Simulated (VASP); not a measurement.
Set up this calculation in VASP 6.6.1, as the native input.

| Item | Value |
| --- | --- |
| Task | single point |
| Functional | PBE |
| Potentials or basis | VASP PAW PBE potentials, release 64 (Pb_d, S) |
| Cutoff | 520 eV |
| k mesh | 10 × 10 × 10 |
| Occupations | gaussian, width 0.03 eV |
| Spin | no spin polarisation |
| Dipole correction | no |
| Further INCAR settings | ALGO = Normal; EDIFF = 1e-07; NBANDS = 17 |

The structure of PbS lies in POSCAR:

```
PbS
1.0
    0.0000000000      2.9650000000      2.9650000000
    2.9650000000      0.0000000000      2.9650000000
    2.9650000000      2.9650000000      0.0000000000
Pb S
1 1
Direct
    0.0000000000      0.0000000000      0.0000000000
    0.5316188870      0.5316188870      0.4683811130
```

This cell differs from its parent crystal: all S atoms moved +0.188 Å, as atom 2 along Cartesian [0 0 1].

These files were run (other wordings do the same):

INCAR

```
ALGO = Normal ; EDIFF = 1E-7
ENCUT = 520 ; GGA = PE
ISIF = 2 ; ISMEAR = 0
LASPH = True ; LCHARG = False
LREAL = False ; LWAVE = False
NBANDS = 17 ; NELM = 100
PREC = Accurate ; SIGMA = 0.03
```

KPOINTS

```
k-points
0
Gamma
  10 10 10
```

Potentials or basis: VASP PAW PBE potentials, release 64 (Pb_d, S).

The run is started by

```bash
$ cat potpaw_PBE.64/Pb_d/POTCAR potpaw_PBE.64/S/POTCAR > POTCAR
$ mpirun -np 1 vasp_std > vasp.out
```

Results of the run:

```
Pressure               : 2.8 GPa
Largest force          : 0.195 eV/Å
Band gap on the k mesh : 0.67 eV
```

Caveat: the cell differs from its parent crystal (all S atoms moved +0.188 Å, as atom 2 along Cartesian [0 0 1]); spin-orbit coupling is left out, which moves the levels of the heavy elements.

Wall time 100 s on 1 thread of Intel Xeon 8259CL, on a shared host, peak memory 0.23 GiB.
